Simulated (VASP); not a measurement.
A run of VASP 6.6.1 is set up as follows.

File INCAR:

```
SYSTEM = Cu
PREC = Accurate
ENCUT = 520
EDIFF = 1E-7
ISMEAR = -1
SIGMA = 0.01
LREAL = .FALSE.
LASPH = .TRUE.
NELM = 80
ALGO = Normal
ISIF = 2
LWAVE = .FALSE.
LCHARG = .FALSE.
GGA = PS
NBANDS = 18
```

The input KPOINTS:

```
Automatic mesh
0
G
  13 13 7
  0 0 0
```

File POSCAR:

```
Cu
1.0
    2.5340970000      0.0000000000      0.0000000000
   -1.2670480000      2.1945920000      0.0000000000
    0.0000000000      0.0000000000      4.1125710000
Cu
2
Direct
    0.3333333333      0.6666666667      0.2500000000
    0.6666666667      0.3333333333      0.7500000000
```

Potentials or basis: VASP PAW PBE potentials, release 64 (Cu).

Run with:

```console
$ cat potpaw_PBE.64/Cu/POTCAR > POTCAR
$ mpirun -np 1 vasp_std > vasp.out
```

Question: Estimate the band gap on the k mesh.

Answer: Zero (band 11 reaches 10.86 eV, above the bottom of band 12 at 5.88 eV).

Question: What does it give for the pressure?

Answer: -1.1 GPa.

Stress tensor (GPa, compression positive):
```
-2.30  0.00  0.00
 0.00 -2.30  0.00
 0.00  0.00  1.38
```

Caveat: the PAW data sets were made with another functional, which shifts forces and pressure a little.
